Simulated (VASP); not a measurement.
# Si7N8O2 in VASP: notebook

Si7N8O2 is run at these levels: PBE; tasks: single point.

Everything below comes from runs of VASP 6.6.1. Logs are shortened: lines on timing, memory, paths and dates and some standing lists are left out, and cuts for length are marked.

## Step 1: The cell of the first run

The cell holds a disordered packing, 17 atoms: a = 5.840 Å, b = 6.038 Å, c = 5.822 Å, α = 88.10°, β = 87.88°, γ = 88.77°.

## Step 2: Single point, PBE

The input, INCAR:

```
PREC = Accurate
ENCUT = 520
EDIFF = 1E-6
ISMEAR = -1
SIGMA = 0.1379
LREAL = Auto
LASPH = True
NELM = 120
ALGO = Normal
ISIF = 2
LWAVE = False
LCHARG = False
GGA = PE
ISYM = -1
NBANDS = 54
GGA_COMPAT = False
```

The input, KPOINTS:

```
explicit points
1
Reciprocal
  0.25000000   0.25000000   0.25000000 1
```

The input, POSCAR:

```
Si7N8O2
1.0
    5.8386290000      0.0627810000      0.1075870000
    0.0627810000      6.0367170000      0.0979630000
    0.1075870000      0.0979630000      5.8205090000
Si N O
7 8 2
Direct
    0.9216667418      0.5786128392      0.0692085504
    0.3400141711      0.3830254901      0.5647957196
    0.5683601201      1.0323724857      0.7749890145
    0.4281887394      1.0117807675      0.3336945925
    0.1470523592      0.9211968013      0.9871840892
    0.9824122753      0.6456684249      0.5217032728
    0.9689421891      0.2641675080      0.2609082428
    0.9887192515      0.7152619455      0.7971710818
    0.5072473288      0.8488727605      0.5543509441
    1.0503940576      0.7850380702      0.2355332790
    0.5793050381      0.3259997230      0.6942680439
    0.1913133275      0.1727969106      0.4307964251
    0.4614029793      0.5247735409      1.0398038466
    0.4592931323      0.9601281508      1.0476729777
    0.6107012105      0.5125423554      0.1594828394
    1.0403584688      0.1688016498     -0.0425112928
    0.7194854431      1.1666201147      0.2745577944
```

Potentials or basis: VASP PAW PBE potentials, release 64 (Si, N, O).

Started as:

```sh
$ cat potpaw_PBE.64/Si/POTCAR potpaw_PBE.64/N/POTCAR potpaw_PBE.64/O/POTCAR > POTCAR
$ mpirun -np 1 vasp_std > vasp.out
```

OUTCAR:

```text
PREC = Accurate
   ENCUT = 520
   EDIFF = 1E-6
   ISMEAR = -1
   LREAL = Auto
   LASPH = True
   NELM = 120
   ISIF = 2
   GGA = PE
   ISYM = -1

 ion  position               nearest neighbor table
   1  0.922  0.579  0.069-   8 1.80  10 1.80  15 1.92   7 2.19   5 2.50   6 2.72
   2  0.340  0.383  0.565-  11 1.64  12 1.77   6 2.61   4 2.68   3 2.75   7 2.96
   3  0.568  0.032  0.775-  14 1.73   9 1.78  11 1.82   4 2.73   2 2.75   5 2.80
   4  0.428  0.012  0.334-   9 1.66  14 1.71  12 1.76  17 1.97   2 2.68   5 2.72   3 2.73   7 3.09

   5  0.147  0.921  0.987-  16 1.61  10 1.72  14 1.89   8 1.96   1 2.50   4 2.72   3 2.80   7 2.81

   6  0.982  0.646  0.522-   8 1.67  10 1.87   2 2.61   1 2.72   7 2.80
   7  0.969  0.264  0.261-  17 1.58  12 1.73  16 1.91   1 2.19   6 2.80   5 2.81   2 2.96   4 3.09

   8  0.989  0.715  0.797-   6 1.67   1 1.80   5 1.96
   9  0.507  0.849  0.554-   4 1.66   3 1.78
  10  0.050  0.785  0.236-   5 1.72   1 1.80   6 1.87
  11  0.579  0.326  0.694-   2 1.64   3 1.82
  12  0.191  0.173  0.431-   7 1.73   4 1.76   2 1.77
  13  0.461  0.525  0.040-  15 1.14
  14  0.459  0.960  0.048-   4 1.71   3 1.73   5 1.89
  15  0.611  0.513  0.159-  13 1.14   1 1.92
  16  0.040  0.169  0.957-   5 1.61   7 1.91
  17  0.719  0.167  0.275-   7 1.58   4 1.97

IMPORTANT INFORMATION: All symmetrisations will be switched off!
NOSYMM: (Re-)initialisation of all symmetry stuff for point group C_1.

----------------------------------------------------------------------------------------

                                     Primitive cell

  volume of cell :     205.0030

  direct lattice vectors                    reciprocal lattice vectors
     5.838629000  0.062781000  0.107587000     0.171349524 -0.001731086 -0.003138110
     0.062781000  6.036717000  0.097963000    -0.001731086  0.165715698 -0.002757107
     0.107587000  0.097963000  5.820509000    -0.003138110 -0.002757107  0.171910689

  length of vectors
     5.839957621  6.037838218  5.822327432     0.171387000  0.165747673  0.171961433

  position of ions in fractional coordinates (direct lattice)
     0.921666742  0.578612839  0.069208550
     0.340014171  0.383025490  0.564795720
     0.568360120  0.032372486  0.774989015
     0.428188739  0.011780767  0.333694593
     0.147052359  0.921196801  0.987184089
     0.982412275  0.645668425  0.521703273
[... 9 lines left out ...]
     0.040358469  0.168801650  0.957488707
     0.719485443  0.166620115  0.274557794

  ion indices of the primitive-cell ions
   primitive index   ion index
                 1           1
                 2           2
                 3           3
                 4           4
                 5           5
                 6           6
[... 9 lines left out ...]
                16          16
                17          17

----------------------------------------------------------------------------------------

 KPOINTS: explicit points

Read explicit list of k-points.

 Found      1 k-points:

 Following reciprocal coordinates:
            Coordinates               Weight
  0.250000  0.250000  0.250000      1.000000
   k-points           NKPTS =      1   k-points in BZ     NKDIM =      1   number of bands    NBANDS=     54
   number of dos      NEDOS =    301   number of ions     NIONS =     17
   total plane-waves  NPLWV = 110592
   dimension x,y,z NGX =    48 NGY =   48 NGZ =   48
   dimension x,y,z NGXF=    96 NGYF=   96 NGZF=   96
   ions per type =               7   8   2
   NGX,Y,Z   is equivalent  to a cutoff of  13.66, 13.22, 13.71 a.u.
   NGXF,Y,Z  is equivalent  to a cutoff of  27.33, 26.43, 27.41 a.u.
 SYSTEM =  unknown system
   PREC   = accura    normal or accurate (medium, high low for compatibility)
   ISTART =      0    job   : 0-new  1-cont  2-samecut
   ICHARG =      2    charge: 1-file 2-atom 10-const
   ISPIN  =      1    spin polarized calculation?
   LNONCOLLINEAR =      F non collinear calculations
   LSORBIT =      F    spin-orbit coupling
   LASPH  =      T    aspherical Exc in radial PAW
   ENCUT  =  520.0 eV  38.22 Ry    6.18 a.u.  10.86 11.23 10.83*2*pi/ulx,y,z
   NELM   =    120;   NELMIN=  2; NELMDL= -5     # of ELM steps
   EDIFF  = 0.1E-05   stopping-criterion for ELM
   LREAL  =      T    real-space projection
   EDIFFG = 0.1E-04   stopping-criterion for IOM
   NSW    =      0    number of steps for IOM
   IBRION =     -1    ionic relax: 0-MD 1-quasi-New 2-CG
   NFREE  =      0    steps in history (QN), initial steepest desc. (CG)
   ISIF   =      2    stress and relaxation
   ISYM   =     -1    0-nonsym 1-usesym 2-fastsym
   POTIM  = 0.5000    time-step for ionic-motion
   TEBEG  =    0.0;   TEEND  =   0.0 temperature during run
   PSTRESS=    0.0 pullay stress
   NELECT =      80.0000    total number of electrons
   NUPDOWN=      -1.0000    fix difference up-down
   EMIN   =  10.00;   EMAX   =-10.00  energy-range for DOS
   EFERMI =   0.00;   METHOD = LEGACY
   ISMEAR =    -1;   SIGMA  =   0.14  broadening in eV -4-tet -1-fermi 0-gaus
   EFERMI_NEDOS =   21; number of points for ismear=-14 and -15
   IALGO  =     38    algorithm
   IMIX   =      4    mixing-type and parameters
     AMIX     =   0.40;   BMIX     =  1.00
     AMIX_MAG =   1.60;   BMIX_MAG =  1.00
  volume/ion in A,a.u.               =      12.06        81.38
  Fermi-wavevector in a.u.,A,eV,Ry     =   1.196331  2.260738 19.472770  1.431208
  Thomas-Fermi vector in A             =   2.332274
   LORBIT       =      0    0 simple, 1 ext, 2 COOP (PROOUT), +10 PAW based schemes
   GGA     = PE    functional components
   LHFCALC =     F    Hartree Fock is set to
   AEXX    =    0.0000 exact exchange contribution
   IVDW    =     0    specifies the selected vdW correction
   LEPSILON=     F    determine dielectric tensor
   LRPA    =     F    only Hartree local field effects (RPA)
 non-spin polarized calculation
  energy-cutoff  :      520.00
  volume of cell :      205.00
 maximum number of plane-waves:      5522
 NGX is ok and might be reduce to    48
   NGX = 21   NGY = 23   NGZ = 21

 number of electron      79.9999999 magnetization

 Free energy of the ion-electron system (eV)
  ---------------------------------------------------
  ext. energy  EPLUGINS =         0.00000000
  ---------------------------------------------------
  free energy    TOTEN  =      -119.00698219 eV

  energy without entropy =     -118.94686357  energy(sigma->0) =     -118.97692288

 E-fermi :   6.2154     XC(G=0): -10.2324

 val. band max:        5.6965466630   @ k =   0.2500   0.2500   0.2500
 cond. band min:       6.7353087105   @ k =   0.2500   0.2500   0.2500
 fundamental gap:      1.0387620475
 Fermi energy:         6.2153917778

 k-point     1 :       0.2500    0.2500    0.2500
  band No.  band energies     occupation
      1     -17.7829      2.00000
      2     -14.4288      2.00000
      3     -13.3458      2.00000
      4     -11.8058      2.00000
      5     -11.3682      2.00000
      6     -10.7223      2.00000
[... 44 lines left out ...]
     51      10.7628      0.00000
     52      11.2663      0.00000
 [bands above 52 left out]

------------------------ aborting loop because EDIFF is reached ----------------------------------------

  FORCE on cell =-STRESS in cart. coord.  units (eV):
  Direction    XX          YY          ZZ          XY          YZ          ZX
  --------------------------------------------------------------------------------------
  -------------------------------------------------------------------------------------
  Total       -0.4024922     12.1333143     -2.5393978     -5.4794281     -0.9694063      0.3534395
  in kB       -3.1456311     94.8265134    -19.8463694    -42.8238364     -7.5762825      2.7622655
  external PRESSURE =      23.9448377 kB  Pullay stress =       0.0000000 kB

 VOLUME and BASIS-vectors are now :
 -----------------------------------------------------------------------------
  energy-cutoff  :      520.00
  volume of cell :      205.00
      direct lattice vectors                 reciprocal lattice vectors
     5.838629000  0.062781000  0.107587000     0.171349524 -0.001731086 -0.003138110
     0.062781000  6.036717000  0.097963000    -0.001731086  0.165715698 -0.002757107
     0.107587000  0.097963000  5.820509000    -0.003138110 -0.002757107  0.171910689

 POSITION                                       TOTAL-FORCE (eV/Angst)
 -----------------------------------------------------------------------------------
      5.42504      3.55756      0.55867         1.050009      1.352841     -0.112090
      2.07003      2.38889      3.36150        -2.190730      2.268031      0.018424
      3.40385      0.30703      4.57515         0.120258      0.831972     -1.639727
      2.53668      0.13069      1.98949         3.197144      0.952384      0.050334
      1.02263      5.66694      5.85198         0.467884     -0.814492     -0.897454
      5.83260      4.01050      3.20553         1.049791     -1.969730     -2.397246
[... 9 lines left out ...]
      0.34925      1.11534      5.59395         0.180465      0.102291      0.638688
      4.24081      1.07790      1.69180        -1.961711     -1.354292      0.983372
 -----------------------------------------------------------------------------------
    total drift:                               -0.001710     -0.000104     -0.000158

  FREE ENERGIE OF THE ION-ELECTRON SYSTEM (eV)
  ---------------------------------------------------
  free  energy   TOTEN  =      -119.0069821947 eV

  energy  without entropy=     -118.9468635652  energy(sigma->0) =     -118.97692288
```

It took 56 s on 1 thread of Intel Xeon 8259CL, shared host; peak memory 0.32 GiB.

Results:

```
Free energy   : -119.0070 eV
Pressure      : 2.4 GPa
Largest force : 4.074 eV/Å
```

Forces on the atoms (eV/Å):
```
Si   1.050  1.353 -0.112
Si  -2.191  2.268  0.018
Si   0.120  0.832 -1.640
Si   3.197  0.952  0.050
Si   0.468 -0.814 -0.897
Si   1.050 -1.970 -2.397
Si   0.076 -0.627 -0.591
N    0.678  2.504  3.142
N    0.648  0.951  2.290
N   -1.128 -0.872  0.490
N    0.566 -3.252  1.684
N    1.654 -0.520 -1.028
N   -1.899 -0.302 -0.374
N   -2.846 -0.816 -2.236
N    0.339  1.564 -0.020
O    0.180  0.102  0.639
O   -1.962 -1.354  0.983
```

Stress tensor (GPa, compression positive):
```
-0.31 -4.28  0.28
-4.28  9.48 -0.76
 0.28 -0.76 -1.98
```

Levels at points of the mesh, in eV from the Fermi level:
```tsv
k point	band 36	band 37	band 38	band 39	band 40	band 41	band 42	band 43	band 44	band 45
(0.25, 0.25, 0.25)	-2.52	-2.15	-1.85	-1.64	-0.52	0.52	1.20	1.56	2.01	2.59
```

Caveat: the standard files for N, O and F lose accuracy on very short bonds; the atoms stand as in a frame of molecular dynamics.

## Step 3: Single point, PBE

The input, INCAR:

```
SYSTEM = Si7N8O2
PREC = Accurate
ENCUT = 520
EDIFF = 1E-6
ISMEAR = -1
SIGMA = 0.05
LREAL = Auto
LASPH = .TRUE.
NELM = 120
ALGO = Normal
ISIF = 2
LWAVE = .FALSE.
LCHARG = .TRUE.
GGA = PE
LELF = .TRUE.
LVHAR = .TRUE.
ISYM = -1
NBANDS = 54
GGA_COMPAT = .FALSE.
```

KPOINTS is that of step 2.

The input, POSCAR:

```
Si7N8O2
1.0
    5.8386290000      0.0627810000      0.1075870000
    0.0627810000      6.0367170000      0.0979630000
    0.1075870000      0.0979630000      5.8205090000
Si N O
7 8 2
Direct
    0.8858214426      0.5948359692      0.0614092706
    0.3219292722      0.3732294974      0.6089554907
    0.5434524506      0.0056862016      0.7753797037
    0.4821403311      0.0244140483      0.3331977143
    0.1405121598      0.9127960138      0.9862937215
    1.0089941975      0.6325621779      0.5281430976
    0.9853161596      0.2733723435      0.2450659239
    0.9825525358      0.7307346735      0.8097541228
    0.5133978969      0.8410799311      0.5543914368
    0.0325015985      0.7586243568      0.2422135474
    0.5325686123      0.2872490507      0.7618548072
    0.2589688521      0.1999853177      0.3808979861
    0.3953669546      0.4690099402      0.0620253374
    0.4247718502      0.9316976960      0.0402915225
    0.5391937456      0.5890564380      0.0913698487
    0.0255499452      0.1638514247      0.9506779873
    0.7274573558      0.1657346480      0.3248199053
```

Potentials or basis: VASP PAW PBE potentials, release 64 (Si, N, O).

Started as:

```sh
$ cat potpaw_PBE.64/Si/POTCAR potpaw_PBE.64/N/POTCAR potpaw_PBE.64/O/POTCAR > POTCAR
$ mpirun -np 1 vasp_std > vasp.out
```

Run time: 57 s. Hardware: 1 thread of Intel Xeon 8259CL, shared host; peak memory 0.32 GiB.

Results (log left out):

```
Free energy   : -121.2751 eV
Pressure      : 3.3 GPa
Largest force : 3.223 eV/Å
```

Forces on the atoms (eV/Å):
```
Si  -0.428 -0.918  0.489
Si  -2.066  1.502 -1.966
Si   0.888  0.875  0.199
Si   1.725 -0.188 -1.864
Si  -1.830 -0.329  1.228
Si   0.242 -1.949 -0.817
Si  -0.984 -0.706  0.179
N    0.591  1.788  0.012
N   -0.214 -0.264  0.449
N   -0.121  2.013 -0.162
N    1.751 -1.689  0.376
N   -2.509  0.808  0.340
N    0.182  0.431 -0.156
N    1.010  0.487  0.312
N    0.862 -0.808  0.908
O    0.242 -0.711  1.340
O    0.659 -0.341 -0.866
```

Stress tensor (GPa, compression positive):
```
-0.30 -2.16 -5.05
-2.16 13.90 -1.44
-5.05 -1.44 -3.60
```

Levels at points of the mesh, in eV from the Fermi level:
| k point | band 37 | band 38 | band 39 | band 40 | band 41 | band 42 | band 43 | band 44 |
| --- | --- | --- | --- | --- | --- | --- | --- | --- |
| (0.25, 0.25, 0.25) | -2.67 | -2.43 | -2.18 | -0.70 | 0.70 | 0.95 | 1.48 | 1.90 |

Caveat: the standard files for N, O and F lose accuracy on very short bonds; the atoms stand as in a frame of molecular dynamics.

## Step 4: Single point, PBE

The input, INCAR:

```
ALGO = Normal
EDIFF = 1E-6
ENCUT = 520
GGA = PE
GGA_COMPAT = F
ISIF = 2
ISMEAR = -1
ISYM = -1
LASPH = T
LCHARG = F
LREAL = Auto
LWAVE = F
NBANDS = 54
NELM = 120
PREC = Accurate
SIGMA = 0.05
```

KPOINTS is that of step 3.

The input, POSCAR:

```
Si7N8O2
1.0
    5.8386290000      0.0627810000      0.1075870000
    0.0627810000      6.0367170000      0.0979630000
    0.1075870000      0.0979630000      5.8205090000
Si N O
7 8 2
Direct
    0.8784104464      0.5944833361      0.0951977025
    0.3484135597      0.3753816130      0.5867591170
    0.5910698744     -0.0030328298      0.7842182996
    0.4997272284      0.0022061817      0.3411342071
    0.1449046276      0.8995778512      1.0213431163
    0.9882852223      0.6196966170      0.5422594516
    0.9722515689      0.2496477483      0.2671852458
    0.9520699167      0.7714962629      0.8309616162
    0.5320450619      0.8206118832      0.5637431823
    0.0111881114      0.7876054706      0.2732589383
    0.5910397151      0.2848587631      0.7211620481
    0.2355399127      0.1967676845      0.4025166896
    0.3795217463      0.4667894667      0.0444181595
    0.4488767838      0.9431294001      0.0602246140
    0.5269614496      0.5248671275      0.1570442104
    0.0345325074      0.1643649854      1.0012873555
    0.7129559048      0.1606675899      0.2957151572
```

Started as:

```sh
$ cat potpaw_PBE.64/Si/POTCAR potpaw_PBE.64/N/POTCAR potpaw_PBE.64/O/POTCAR > POTCAR
$ mpirun -np 1 vasp_std > vasp.out
```

It took 63 s on 1 thread of Intel Xeon 8259CL, shared host; peak memory 0.32 GiB.

It converged, with:

* Free energy: -121.4201 eV
* Pressure: -3.3 GPa
* Largest force: 3.035 eV/Å

Forces in eV/Å, atoms in the order of the input:
```
Si  -0.142  0.115 -0.224
Si  -0.222  0.896  1.213
Si  -0.143  0.635  0.025
Si  -2.040  0.844  0.058
Si  -0.184  2.547  0.084
Si   0.406  0.128  0.594
Si   0.789  0.973 -0.088
N    0.510 -0.669 -0.340
N    0.213  0.773  0.933
N   -0.077 -0.903 -0.084
N   -0.704 -1.791  0.500
N    0.585 -1.634  0.276
N    2.180  1.099  1.309
N   -1.216 -1.366 -2.422
N   -1.796 -0.496 -1.762
O    0.854 -1.492 -0.592
O    0.987  0.341  0.519
```

Stress tensor (GPa, compression positive):
```
-8.65  3.77 -5.76
 3.77  3.78  0.17
-5.76  0.17 -4.99
```

Levels at points of the mesh, in eV from the Fermi level:
| k point | band 38 | band 39 | band 40 | band 41 | band 42 | band 43 |
| --- | --- | --- | --- | --- | --- | --- |
| (0.25, 0.25, 0.25) | -1.94 | -1.60 | -0.56 | 0.56 | 1.01 | 1.83 |

Caveat: the standard files for N, O and F lose accuracy on very short bonds; the atoms stand as in a frame of molecular dynamics.

## Step 5: Overview

| cell | smearing | pressure (GPa) | largest force (eV/Å) |
| --- | --- | --- | --- |
| as given, atomic positions A | fermi-dirac 0.1379 eV | 2.4 | 4.07 |
| as given, atomic positions B | fermi-dirac 0.05 eV | 3.3 | 3.22 |
| as given, atomic positions C | fermi-dirac 0.05 eV | -3.3 | 3.03 |

Alike in all rows: task single point; level PBE; potentials or basis VASP PAW PBE potentials, release 64 (Si, N, O); no spin polarisation; k mesh 1 × 1 × 1, shifted; cutoff (eV) 520.

Caveats: the standard files for N, O and F lose accuracy on very short bonds; the atoms stand as in a frame of molecular dynamics.

Absolute energies hang on the potentials; compare differences alone.
